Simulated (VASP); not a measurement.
Wanted: the native input for a VASP 6.6.1 run.

```
Task                   : relaxation of cell and atoms
Functional             : PBE
Dispersion             : D3(BJ)
Potentials or basis    : VASP PAW PBE potentials, release 64 (Rb_sv, Br)
Cutoff                 : 500 eV
k mesh                 : 6 × 6 × 6
Occupations            : gaussian, width 0.02 eV
Spin                   : no spin polarisation
Dipole correction      : no
Further INCAR settings : ALGO = Normal; EDIFF = 1e-07; IBRION = 2; EDIFFG = -0.01; NSW = 100; ISIF = 3
```

The structure of RbBr lies in POSCAR:

```
RbBr
1.0
    0.0000000000      3.4559502600      3.4559502600
    3.4559502600      0.0000000000      3.4559502600
    3.4559502600      3.4559502600      0.0000000000
Rb Br
1 1
Direct
    0.0000000000      0.0000000000      0.0000000000
    0.5000000000      0.5000000000      0.5000000000
```

The input as run:

INCAR

```
PREC = Accurate
ENCUT = 500
EDIFF = 1E-7
ISMEAR = 0
SIGMA = 0.02
LREAL = False
LASPH = True
NELM = 120
ALGO = Normal
ISIF = 3
LWAVE = False
LCHARG = False
GGA = PE
IVDW = 12
IBRION = 2
NSW = 100
EDIFFG = -0.01
GGA_COMPAT = False
NELMIN = 4
```

KPOINTS

```
Automatic mesh
0
Gamma
  6 6 6
```

Potentials or basis: VASP PAW PBE potentials, release 64 (Rb_sv, Br).

The run is started by

```bash
$ cat potpaw_PBE.64/Rb_sv/POTCAR potpaw_PBE.64/Br/POTCAR > POTCAR
$ mpirun -np 1 vasp_std > vasp.out
```

Results of the run:

```yaml
Relaxed_volume: 40.89 Å³/atom
Relaxed_cell: a = 4.872 Å, b = 4.872 Å, c = 4.872 Å, α = 60.00°, β = 60.00°, γ = 60.00°
Space_group_after_relaxing_to_0.05_Å: Fm-3m (No. 225)
Energy_gained_by_relaxing: 0.2 meV/atom
Ionic_steps: 3
Pressure_after_relaxing: 0.0 GPa
Band_gap_on_the_k_mesh: 4.32 eV, direct
Dispersion_energy_per_atom: -0.192 eV
```

Run time: 80 s on 1 thread of Intel Xeon 8259CL, with other jobs on the host, peak memory 0.22 GiB.
